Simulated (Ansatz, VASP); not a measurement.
## Two plane-wave programs on WS2

```xyz
6
Lattice="3.1532 0.0000 0.0000 -1.5766 2.7308 0.0000 0.0000 0.0000 12.6927" Properties=species:S:1:pos:R:3 pbc="T T T"
W     0.0000    1.8205    3.1732
W     1.5766    0.9103    9.5195
S     0.0000    1.8205    7.9406
S     1.5766    0.9103    1.5943
S     0.0000    1.8205   11.0984
S     1.5766    0.9103    4.7521
```

Change from the starting cell: z stretched by +3 %, ions relaxed.

Alike in both runs: functional PBE; k mesh 16 × 16 × 4; occupations fermi-dirac, width 0.02 eV; collinear spin.

Ansatz relaxed the structure, and its values are those at the end. VASP's run is a single point on that final structure, the one shown.

|  | VASP | Ansatz |
| --- | --- | --- |
| version | VASP 6.6.1 | Ansatz 0.2.0 |
| potentials or method | VASP PAW PBE potentials, release 64 (W_sv, S) | plane-wave PAW, scalar-relativistic |
| plane-wave cutoff (eV) | 520 | 420 |
| valence electrons in the cell | 52 | 52 |

VASP gave:

```
gap on the k mesh at the Fermi level (eV) : 1.16
pressure (GPa)                            : 3.1
rms of the force components (eV/Å)        : 0.007
net moment per atom (μB)                  : 0.00
```

Question: Estimate Ansatz's values.

Answer: gap on the k mesh at the Fermi level (eV): 1.15; pressure (GPa): 3.1; rms of the force components (eV/Å): 0.006; net moment per atom (μB): 0.00.

The functional is the same, so the differences come from potentials, cutoffs and numerics. Ansatz's warnings: seeded moment not kept, stress scf threshold loose.

Neither program's run includes spin-orbit coupling.
